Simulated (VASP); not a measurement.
# Pt (Fm-3m) in VASP: further runs

Pt is run at these levels: PBE; tasks: single point, relaxation of cell and atoms.

Everything below comes from runs of VASP 6.6.1. Logs are shortened: lines on timing, memory, paths and dates and some standing lists are left out, and cuts for length are marked.

### Step 1. The cell of the first run

Symmetry: Fm-3m, No. 225, cubic system. Conventional cell: a = 4.098 Å, b = 4.098 Å, c = 4.098 Å, α = 90.00°, β = 90.00°, γ = 90.00°. Pt (site symmetry m-3m) has 12 Pt at 2.90 Å within 3.8 Å.

### Step 2. Single point, PBE (volume scaled by 1.10)

INCAR

```
SYSTEM = Pt
PREC = Accurate
ENCUT = 520
EDIFF = 1E-6
ISMEAR = 0
SIGMA = 0.1
LREAL = .FALSE.
LASPH = .TRUE.
NELM = 100
ALGO = Fast
ISIF = 2
LWAVE = .FALSE.
LCHARG = .FALSE.
GGA = PE
NBANDS = 11
```

KPOINTS

```
regular mesh
0
G
  18 18 18
  0 0 0
```

POSCAR

```
Pt
1.0
    0.0000000000      2.0491348487      2.0491348487
    2.0491348487      0.0000000000      2.0491348487
    2.0491348487      2.0491348487      0.0000000000
Pt
1
Direct
    0.0000000000      0.0000000000      0.0000000000
```

Potentials or basis: VASP PAW PBE potentials, release 64 (Pt).

Command:

```console
> cat potpaw_PBE.64/Pt/POTCAR > POTCAR
> mpirun -np 1 vasp_std > vasp.out
```

OUTCAR:

```text
SYSTEM = Pt
   PREC = Accurate
   ENCUT = 520
   EDIFF = 1E-6
   ISMEAR = 0
   LREAL = .FALSE.
   LASPH = .TRUE.
   NELM = 100
   ISIF = 2
   GGA = PE

 ion  position               nearest neighbor table
   1  0.000  0.000  0.000-

  LATTYP: Found a face centered cubic cell.
 ALAT       =     4.0982696974

  Lattice vectors:

 A1 = (   0.0000000000,   2.0491348487,   2.0491348487)
 A2 = (   2.0491348487,   0.0000000000,   2.0491348487)
 A3 = (   2.0491348487,   2.0491348487,   0.0000000000)

Analysis of symmetry for initial positions (statically):
=====================================================================
 Subroutine PRICEL returns:
 Original cell was already a primitive cell.

 Routine SETGRP: Setting up the symmetry group for a
 face centered cubic supercell.

 Subroutine GETGRP returns: Found 48 space group operations
 (whereof 48 operations were pure point group operations)
 out of a pool of 48 trial point group operations.

The static configuration has the point symmetry O_h .

Analysis of symmetry for dynamics (positions and initial velocities):
=====================================================================
 Subroutine PRICEL returns:
 Original cell was already a primitive cell.

 Routine SETGRP: Setting up the symmetry group for a
 face centered cubic supercell.

 Subroutine GETGRP returns: Found 48 space group operations
 (whereof 48 operations were pure point group operations)
 out of a pool of 48 trial point group operations.

The dynamic configuration has the point symmetry O_h .

 Subroutine INISYM returns: Found 48 space group operations
 (whereof 48 operations are pure point group operations),
 and found     1 'primitive' translations

----------------------------------------------------------------------------------------

                                     Primitive cell

  volume of cell :      17.2084

  direct lattice vectors                    reciprocal lattice vectors
     0.000000000  2.049134849  2.049134849    -0.244005415  0.244005415  0.244005415
     2.049134849  0.000000000  2.049134849     0.244005415 -0.244005415  0.244005415
     2.049134849  2.049134849  0.000000000     0.244005415  0.244005415 -0.244005415

  length of vectors
     2.897914294  2.897914294  2.897914294     0.422629777  0.422629777  0.422629777

  position of ions in fractional coordinates (direct lattice)
     0.000000000  0.000000000  0.000000000

  ion indices of the primitive-cell ions
   primitive index   ion index
                 1           1

----------------------------------------------------------------------------------------

 KPOINTS: regular mesh

Automatic generation of k-mesh.
 Grid dimensions read from file:
 generate k-points for:   18   18   18

 Generating k-lattice:

  Cartesian coordinates                     Fractional coordinates (reciprocal lattice)
    -0.013555856  0.013555856  0.013555856     0.055555556  0.000000000  0.000000000
     0.013555856 -0.013555856  0.013555856     0.000000000  0.055555556  0.000000000
     0.013555856  0.013555856 -0.013555856     0.000000000  0.000000000  0.055555556

  Length of vectors
     0.023479432  0.023479432  0.023479432

  Shift w.r.t. Gamma in fractional coordinates (k-lattice)
     0.000000000  0.000000000  0.000000000

 Subroutine IBZKPT returns following result:
 ===========================================

 Found    195 irreducible k-points:

 Following reciprocal coordinates:
            Coordinates               Weight
  0.000000  0.000000  0.000000      1.000000
  0.055556  0.000000  0.000000      8.000000
  0.111111  0.000000  0.000000      8.000000
  0.166667  0.000000  0.000000      8.000000
  0.222222  0.000000  0.000000      8.000000
  0.277778  0.000000  0.000000      8.000000
[... 16 lines left out ...]
 -0.277778  0.055556  0.000000     24.000000
 -0.222222  0.055556  0.000000     24.000000
 [... further k-points ...]
   k-points           NKPTS =    195   k-points in BZ     NKDIM =    195   number of bands    NBANDS=     11
   number of dos      NEDOS =    301   number of ions     NIONS =      1
   total plane-waves  NPLWV =  13824
   dimension x,y,z NGX =    24 NGY =   24 NGZ =   24
   dimension x,y,z NGXF=    48 NGYF=   48 NGZF=   48
   ions per type =               1
   NGX,Y,Z   is equivalent  to a cutoff of  13.77, 13.77, 13.77 a.u.
   NGXF,Y,Z  is equivalent  to a cutoff of  27.54, 27.54, 27.54 a.u.
 SYSTEM =  Pt
   PREC   = accura    normal or accurate (medium, high low for compatibility)
   ISTART =      0    job   : 0-new  1-cont  2-samecut
   ICHARG =      2    charge: 1-file 2-atom 10-const
   ISPIN  =      1    spin polarized calculation?
   LNONCOLLINEAR =      F non collinear calculations
   LSORBIT =      F    spin-orbit coupling
   LASPH  =      T    aspherical Exc in radial PAW
   ENCUT  =  520.0 eV  38.22 Ry    6.18 a.u.   5.39  5.39  5.39*2*pi/ulx,y,z
   NELM   =    100;   NELMIN=  2; NELMDL= -5     # of ELM steps
   EDIFF  = 0.1E-05   stopping-criterion for ELM
   LREAL  =      F    real-space projection
   EDIFFG = 0.1E-04   stopping-criterion for IOM
   NSW    =      0    number of steps for IOM
   IBRION =     -1    ionic relax: 0-MD 1-quasi-New 2-CG
   NFREE  =      0    steps in history (QN), initial steepest desc. (CG)
   ISIF   =      2    stress and relaxation
   ISYM   =      2    0-nonsym 1-usesym 2-fastsym
   POTIM  = 0.5000    time-step for ionic-motion
   TEBEG  =    0.0;   TEEND  =   0.0 temperature during run
   PSTRESS=    0.0 pullay stress
   NELECT =      10.0000    total number of electrons
   NUPDOWN=      -1.0000    fix difference up-down
   EMIN   =  10.00;   EMAX   =-10.00  energy-range for DOS
   EFERMI =   0.00;   METHOD = LEGACY
   ISMEAR =     0;   SIGMA  =   0.10  broadening in eV -4-tet -1-fermi 0-gaus
   EFERMI_NEDOS =   21; number of points for ismear=-14 and -15
   IALGO  =     68    algorithm
   IMIX   =      4    mixing-type and parameters
     AMIX     =   0.40;   BMIX     =  1.00
     AMIX_MAG =   1.60;   BMIX_MAG =  1.00
  volume/ion in A,a.u.               =      17.21       116.13
  Fermi-wavevector in a.u.,A,eV,Ry     =   1.366137  2.581625 25.392970  1.866331
  Thomas-Fermi vector in A             =   2.492304
   LORBIT       =      0    0 simple, 1 ext, 2 COOP (PROOUT), +10 PAW based schemes
   GGA     = PE    functional components
   LHFCALC =     F    Hartree Fock is set to
   AEXX    =    0.0000 exact exchange contribution
   IVDW    =     0    specifies the selected vdW correction
   LEPSILON=     F    determine dielectric tensor
   LRPA    =     F    only Hartree local field effects (RPA)
 non-spin polarized calculation
 RMM-DIIS sequential band-by-band and
 Gauss-broadening in eV      SIGMA  =   0.10
  energy-cutoff  :      520.00
  volume of cell :       17.21
 maximum number of plane-waves:       483
 NGX is ok and might be reduce to    24
   NGX = 11   NGY = 11   NGZ = 11

 number of electron      10.0000001 magnetization

 Free energy of the ion-electron system (eV)
  ---------------------------------------------------
  ext. energy  EPLUGINS =         0.00000000
  ---------------------------------------------------
  free energy    TOTEN  =        -5.99883011 eV

  energy without entropy =       -5.98590369  energy(sigma->0) =       -5.99236690

 E-fermi :   8.8996     XC(G=0): -12.7084

 val. band max:        8.8982525963   @ k =   0.4444   0.1111   0.0000
 cond. band min:       8.9042170563   @ k =  -0.4444   0.2778   0.0556
 fundamental gap:      0.0059644599
 Fermi energy:         8.8996176235

 k-point     1 :       0.0000    0.0000    0.0000
  band No.  band energies     occupation
      1       0.0887      2.00000
      2       5.8495      2.00000
      3       5.8495      2.00000
      4       5.8495      2.00000
      5       7.5792      2.00000
      6       7.5792      2.00000
      7      23.8110      0.00000
      8      28.0415      0.00000
      9      28.0415      0.00000
     10      28.0415      0.00000
     11      32.9280      0.00000

 k-point     2 :       0.0556    0.0000    0.0000
  band No.  band energies     occupation
      1       0.1984      2.00000
      2       5.8061      2.00000
      3       5.8905      2.00000
      4       5.8905      2.00000
      5       7.5582      2.00000
      6       7.5582      2.00000
      7      23.9626      0.00000
      8      27.3770      0.00000
      9      28.1910      0.00000
     10      28.1910      0.00000
     11      33.5715      0.00000

 k-point     3 :       0.1111    0.0000    0.0000
  band No.  band energies     occupation
      1       0.5187      2.00000
      2       5.6945      2.00000
      3       5.9977      2.00000
      4       5.9977      2.00000
      5       7.5143      2.00000
      6       7.5143      2.00000
      7      24.3542      0.00000
      8      25.9787      0.00000
      9      28.6202      0.00000
     10      28.6202      0.00000
     11      33.6950      0.00000

 k-point     4 :       0.1667    0.0000    0.0000
  band No.  band energies     occupation
      1       1.0192      2.00000
      2       5.5690      2.00000
      3       6.1187      2.00000
      4       6.1187      2.00000
      5       7.5071      2.00000
      6       7.5071      2.00000
      7      24.1409      0.00000
      8      25.0057      0.00000
      9      29.2588      0.00000
     10      29.2588      0.00000
     11      32.1861      0.00000
[... 239 lines left out ...]
 k-point    22 :      -0.3333    0.0556    0.0000
  band No.  band energies     occupation
      1       2.7949      2.00000
      2       5.9405      2.00000
      3       6.0324      2.00000
      4       6.4232      2.00000
      5       8.1497      2.00000
      6       8.7501      1.96554
      7      17.6251      0.00000
      8      24.1987      0.00000
      9      27.2399      0.00000
     10      29.1141      0.00000
     11      32.5068      0.00000

 k-point    23 :      -0.2778    0.0556    0.0000
  band No.  band energies     occupation
      1       2.4757      2.00000
      2       5.7305      2.00000
      3       6.0935      2.00000
      4       6.1488      2.00000
      5       7.7576      2.00000
      6       8.3390      2.00000
      7      19.7095      0.00000
      8      24.7450      0.00000
      9      27.9795      0.00000
     10      30.6071      0.00000
     11      31.1639      0.00000

 k-point    24 :      -0.2222    0.0556    0.0000
  band No.  band energies     occupation
      1       1.9310      2.00000
      2       5.4649      2.00000
      3       6.1769      2.00000
      4       6.2300      2.00000
      5       7.4449      2.00000
      6       7.9837      2.00000
      7      21.7570      0.00000
      8      25.1648      0.00000
      9      28.5550      0.00000
     10      30.3932      0.00000
     11      31.3486      0.00000

 [... further k-points ...]
[... 5 lines left out ...]
  --------------------------------------------------------------------------------------
  -------------------------------------------------------------------------------------
  Total       -1.9792848     -1.9792848     -1.9792848     -0.0000000      0.0000000     -0.0000000
  in kB     -184.2796026   -184.2796026   -184.2796026     -0.0000000      0.0000000     -0.0000000
  external PRESSURE =    -184.2796026 kB  Pullay stress =       0.0000000 kB

 VOLUME and BASIS-vectors are now :
 -----------------------------------------------------------------------------
  energy-cutoff  :      520.00
  volume of cell :       17.21
      direct lattice vectors                 reciprocal lattice vectors
     0.000000000  2.049134849  2.049134849    -0.244005415  0.244005415  0.244005415
     2.049134849  0.000000000  2.049134849     0.244005415 -0.244005415  0.244005415
     2.049134849  2.049134849  0.000000000     0.244005415  0.244005415 -0.244005415

 POSITION                                       TOTAL-FORCE (eV/Angst)
 -----------------------------------------------------------------------------------
      0.00000      0.00000      0.00000        -0.000000     -0.000000     -0.000000
 -----------------------------------------------------------------------------------
    total drift:                               -0.000000      0.000000     -0.000000

  FREE ENERGIE OF THE ION-ELECTRON SYSTEM (eV)
  ---------------------------------------------------
  free  energy   TOTEN  =        -5.9988301051 eV

  energy  without entropy=       -5.9859036857  energy(sigma->0) =       -5.99236690
```

Wall time 92 s (1 thread of AMD EPYC 7R13, shared host); peak memory 0.14 GiB.

What came out:

* Free energy: -5.9988 eV
* Pressure: -18.4 GPa
* Band gap on the k mesh: zero (band 5 reaches 9.27 eV, above the bottom of band 6 at 7.51 eV)

Caveat: the cell differs from its parent crystal (volume scaled by 1.10); spin-orbit coupling is left out, which moves the levels of the heavy elements.

### Step 3. Relaxation of cell and atoms, PBE

This run uses another cell than the first one, of 15.61 Å³/atom, 0.907 times its volume.

INCAR

```
SYSTEM = Pt
ALGO = Normal
EDIFF = 1E-7
EDIFFG = -0.005
ENCUT = 600
GGA = PE
IBRION = 2
ISIF = 3
ISMEAR = 0
LASPH = .TRUE.
LCHARG = .FALSE.
LREAL = .FALSE.
LWAVE = .FALSE.
NELM = 80
NSW = 100
PREC = Accurate
SIGMA = 0.1
```

KPOINTS

```
k-points
0
G
  18 18 18
  0 0 0
```

POSCAR

```
Pt
1.0
    0.0000000000      1.9836410161      1.9836410161
    1.9836410161      0.0000000000      1.9836410161
    1.9836410161      1.9836410161      0.0000000000
Pt
1
Direct
    0.0000000000      0.0000000000      0.0000000000
```

Potentials or basis: VASP PAW PBE potentials, release 64 (Pt).

Command:

```console
> cat potpaw_PBE.64/Pt/POTCAR > POTCAR
> mpirun -np 1 vasp_std > vasp.out
```

Wall time 2.1 min (1 thread of AMD EPYC 7R13, shared host); peak memory 0.14 GiB.

Results (log left out):

| Quantity | Value |
| --- | --- |
| Free energy | -6.1002 eV |
| Relaxed volume | 15.62 Å³/atom |
| Relaxed cell | a = 2.806 Å, b = 2.806 Å, c = 2.806 Å, α = 60.00°, β = 60.00°, γ = 60.00° |
| Space group after relaxing (to 0.05 Å) | Fm-3m (No. 225) |
| Energy gained by relaxing | 0.0 meV/atom |
| Ionic steps | 3 |
| Pressure after relaxing | 0.0 GPa |
| Band gap on the k mesh | zero (band 5 reaches 11.06 eV, above the bottom of band 6 at 8.96 eV) |

Final structure:
```
Pt
1.0
     0.00000    1.98393    1.98393
     1.98393    0.00000    1.98393
     1.98393    1.98393    0.00000
Pt
1
Direct
  0.00000 0.00000 0.00000
```

Levels at points of the mesh, in eV from the Fermi level:
| k point | band 1 | band 2 | band 3 | band 4 | band 5 | band 6 | band 7 | band 8 | band 9 |
| --- | --- | --- | --- | --- | --- | --- | --- | --- | --- |
| (0.00, 0.00, 0.00) | -9.83 | -3.58 | -3.58 | -3.58 | -1.55 | -1.55 | 14.73 | 19.50 | 19.50 |
| (0.50, 0.00, 0.00) | -6.97 | -3.64 | -3.64 | -0.33 | 0.03 | 0.03 | 5.58 | 14.29 | 18.74 |
| (0.50, 0.50, 0.00) | -6.70 | -6.26 | 0.00 | 0.45 | 0.45 | 1.85 | 8.51 | 11.28 | 11.28 |

Caveat: spin-orbit coupling is left out, which moves the levels of the heavy elements.

### Step 4. Single point, PBE

This run uses another cell than the first one, of 15.64 Å³/atom, 0.909 times its volume.

INCAR

```
SYSTEM = Pt
PREC = Accurate ; ENCUT = 520
EDIFF = 1E-6 ; ISMEAR = 0
SIGMA = 0.1 ; LREAL = .False.
LASPH = .True. ; NELM = 60
ALGO = Normal ; ISIF = 2
LWAVE = .False. ; LCHARG = .False.
GGA = PE ; NBANDS = 11
```

KPOINTS

```
regular mesh
0
Gamma
  18 18 18
  0 0 0
```

POSCAR

```
Pt
1.0
    0.0000000000      1.9850569791      1.9850569791
    1.9850569791      0.0000000000      1.9850569791
    1.9850569791      1.9850569791      0.0000000000
Pt
1
Direct
    0.0000000000      0.0000000000      0.0000000000
```

Potentials or basis: VASP PAW PBE potentials, release 64 (Pt).

Command:

```console
> cat potpaw_PBE.64/Pt/POTCAR > POTCAR
> mpirun -np 1 vasp_std > vasp.out
```

OUTCAR:

```text
SYSTEM = Pt
   PREC = Accurate
   ENCUT = 520
   EDIFF = 1E-6
   ISMEAR = 0
   LREAL = .False.
   LASPH = .True.
   NELM = 60
   ISIF = 2
   GGA = PE

 ion  position               nearest neighbor table
   1  0.000  0.000  0.000-

  LATTYP: Found a face centered cubic cell.
 ALAT       =     3.9701139582

  Lattice vectors:

 A1 = (   0.0000000000,   1.9850569791,   1.9850569791)
 A2 = (   1.9850569791,   0.0000000000,   1.9850569791)
 A3 = (   1.9850569791,   1.9850569791,   0.0000000000)

Analysis of symmetry for initial positions (statically):
[... 507 lines left out ...]
      5       8.8560      2.00000
      6       9.4944      2.00000
      7      24.0522      0.00000
      8      27.0415      0.00000
      9      31.2551      0.00000
     10      32.7695      0.00000
     11      33.9727      0.00000

 [... further k-points ...]
[... 5 lines left out ...]
  --------------------------------------------------------------------------------------
  -------------------------------------------------------------------------------------
  Total       -0.0478648     -0.0478648     -0.0478648      0.0000000      0.0000000      0.0000000
  in kB       -4.9020482     -4.9020482     -4.9020482      0.0000000      0.0000000      0.0000000
  external PRESSURE =      -4.9020482 kB  Pullay stress =       0.0000000 kB

 VOLUME and BASIS-vectors are now :
 -----------------------------------------------------------------------------
  energy-cutoff  :      520.00
  volume of cell :       15.64
      direct lattice vectors                 reciprocal lattice vectors
     0.000000000  1.985056979  1.985056979    -0.251881939  0.251881939  0.251881939
     1.985056979  0.000000000  1.985056979     0.251881939 -0.251881939  0.251881939
     1.985056979  1.985056979  0.000000000     0.251881939  0.251881939 -0.251881939

 POSITION                                       TOTAL-FORCE (eV/Angst)
 -----------------------------------------------------------------------------------
      0.00000      0.00000      0.00000         0.000000     -0.000000     -0.000000
 -----------------------------------------------------------------------------------
    total drift:                               -0.000000     -0.000000      0.000000

  FREE ENERGIE OF THE ION-ELECTRON SYSTEM (eV)
  ---------------------------------------------------
  free  energy   TOTEN  =        -6.1000465293 eV

  energy  without entropy=       -6.0887717240  energy(sigma->0) =       -6.09440913
```

stdout:

```text
POSCAR found type information on POSCAR Pt
 POSCAR found :  1 types and       1 ions
 scaLAPACK will be used
 LDA part: xc-table for (Slater+PW92), standard interpolation
 POSCAR, INCAR and KPOINTS ok, starting setup
 FFT: planning ... GRIDC
 FFT: planning ... GRID_SOFT
 FFT: planning ... GRID
 WAVECAR not read
 entering main loop
```

Run time: 71 s. Hardware: 1 thread of AMD EPYC 7R13, shared host; peak memory 0.14 GiB.

Results:

* Free energy: -6.1000 eV
* Pressure: -0.5 GPa
* Band gap on the k mesh: zero (band 5 reaches 11.03 eV, above the bottom of band 6 at 8.94 eV)

Caveat: spin-orbit coupling is left out, which moves the levels of the heavy elements.

[end of part 1 of 2]
